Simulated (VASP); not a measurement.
Here is a VASP 6.6.1 calculation.

File INCAR:

```
PREC     = Accurate       # precision mode
ENCUT    = 520            # plane-wave cutoff, eV
EDIFF    = 1E-7           # SCF threshold, eV
ISMEAR   = 0              # smearing method
SIGMA    = 0.05           # smearing width, eV
LREAL    = False          # projectors in reciprocal space
LASPH    = True           # aspherical terms in the spheres
NELM     = 80             # most SCF steps
ALGO     = Normal         # electronic algorithm
ISIF     = 2              # what is computed and relaxed
LWAVE    = False          # write WAVECAR
LCHARG   = False          # write CHGCAR
GGA      = PS             # functional
NBANDS   = 60             # bands
LUSENCCL = False
```

Contents of KPOINTS:

```
regular mesh
0
Gamma
  7 7 3
```

The input POSCAR:

```
TiO2
1.0
   -3.7706690430      0.0000000000      0.0000000000
    0.0000000000     -3.7706690430      0.0000000000
    0.0000000000      0.0000000000     15.5463353711
Ti O
4 8
Direct
    0.0000000000      0.0000000000      0.5372998363
    0.5000000000      0.5000000000      0.2302713584
    0.5000000000      0.0000000000      0.3837855973
    0.0000000000      0.5000000000      0.0767571195
    0.5000000000      0.5000000000      0.3577616587
    1.0000000000      1.0000000000      0.0507331808
    0.5000000000      0.0000000000      0.5112758977
    1.0000000000      0.5000000000      0.2042474198
    0.5000000000      0.0000000000      0.2562952970
    0.0000000000      0.5000000000      0.5633237749
    0.0000000000      0.0000000000      0.4098095360
    0.5000000000      0.5000000000      0.1027810581
```

Potentials or basis: VASP PAW PBE potentials, release 64 (Ti_sv, O).

The run is started by

```sh
$ cat potpaw_PBE.64/Ti_sv/POTCAR potpaw_PBE.64/O/POTCAR > POTCAR
$ mpirun -np 1 vasp_std > vasp.out
```

Problem. Predict the band gap on the k mesh.

Solution. 1.63 eV, indirect (least direct gap 2.07 eV).

Problem. Estimate the pressure.

Solution. -4.0 GPa.

Forces on the atoms (eV/Å):
```
Ti   0.000  0.000 -1.410
Ti   0.000  0.000 -0.172
Ti   0.000  0.000  0.172
Ti   0.000  0.000  1.410
O    0.000  0.000 -0.122
O    0.000  0.000 -0.557
O    0.000  0.000  0.154
O    0.000  0.000 -0.597
O    0.000  0.000  0.122
O    0.000  0.000  0.557
O    0.000  0.000  0.597
O    0.000  0.000 -0.154
```

Caveat: the PAW data sets were made with another functional, which shifts forces and pressure a little. A k mesh can miss the band edges.
